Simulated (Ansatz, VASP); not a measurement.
One calculation of SiNi, two programs

Contents of INCAR:

```
SYSTEM = SiNi
  ALGO = Normal
  EDIFF = 1E-6
  EDIFFG = -0.01
  ENCUT = 600
  GGA = PE
  IBRION = 2
  ISIF = 3
  ISMEAR = 0
  LASPH = .True.
  LCHARG = .False.
  LREAL = .False.
  LWAVE = .False.
  NELM = 60
  NSW = 80
  PREC = Accurate
  SIGMA = 0.05
```

File KPOINTS:

```
k-points
0
Gamma
  8 10 6
  0 0 0
```

Contents of POSCAR:

```
SiNi
1.0
    5.1731000000      0.0000000000      0.0000000000
    0.0000000000      3.3381000000      0.0000000000
    0.0000000000      0.0000000000      5.6049000000
Si Ni
4 4
Direct
    0.3212800000      0.7500000000      0.0825000000
    0.1787200000      0.2500000000      0.5825000000
    0.8212800000      0.7500000000      0.4175000000
    0.6787200000      0.2500000000      0.9175000000
    0.0077900000      0.2500000000      0.1875200000
    0.4922100000      0.7500000000      0.6875200000
    0.5077900000      0.2500000000      0.3124800000
    0.9922100000      0.7500000000      0.8124800000
```

Input for Ansatz:

```yaml
crystal:
  lattice:
    - [5.1731, 0.0, 0.0]
    - [0.0, 3.3381, 0.0]
    - [0.0, 0.0, 5.6049]
  atoms:
    - { symbol: Si, position: [0.32128, 0.75, 0.0825] }
    - { symbol: Si, position: [0.17872, 0.25, 0.5825] }
    - { symbol: Si, position: [0.82128, 0.75, 0.4175] }
    - { symbol: Si, position: [0.67872, 0.25, 0.9175] }
    - { symbol: Ni, position: [0.00779, 0.25, 0.18752] }
    - { symbol: Ni, position: [0.49221, 0.75, 0.68752] }
    - { symbol: Ni, position: [0.50779, 0.25, 0.31248] }
    - { symbol: Ni, position: [0.99221, 0.75, 0.81248] }
scf:
  occupations: { method: gaussian, width: 0.05 }
output:
  forces: true
  stress: true
  eigenvalues: true
  write_density: true
  write_potential: true
  elf: true
  volumetric_format: npy
kpoints:
  mp_grid: { grid: [8, 10, 6] }
hamiltonian:
  xc: pbe
relax:
  f_tol: 0.01
  adjacent_minimum: "off"
  cell: { stress_tol: 0.05 }
```

Alike in both runs: task relaxation of cell and atoms; functional PBE; k mesh 8 × 10 × 6; occupations gaussian, width 0.05 eV; no spin polarisation.

```csv
,VASP,Ansatz
version,VASP 6.6.1,Ansatz 0.2.0
potentials or method,"VASP PAW PBE potentials, release 64 (Si, Ni)","scalar-relativistic, plane waves, PAW"
plane-wave cutoff (eV),600,420
valence electrons in the cell,56,88
```

|  | VASP | Ansatz | Ansatz less VASP |
| --- | --- | --- | --- |
| gap on the k mesh at the Fermi level, each at its own relaxed structure (eV) | none | none | - |
| relaxed volume (Å³/atom) | 12.22 | 12.22 | +0.002 |
| relaxed cell length with the largest relative difference (Å) | 3.375 | 3.378 | +0.0030 |

A gap of «none» marks a metal or a gap that the smearing closes. VASP's potentials hold 56 valence electrons a cell and Ansatz's 88, so a difference there can come from the potentials and not from the codes.
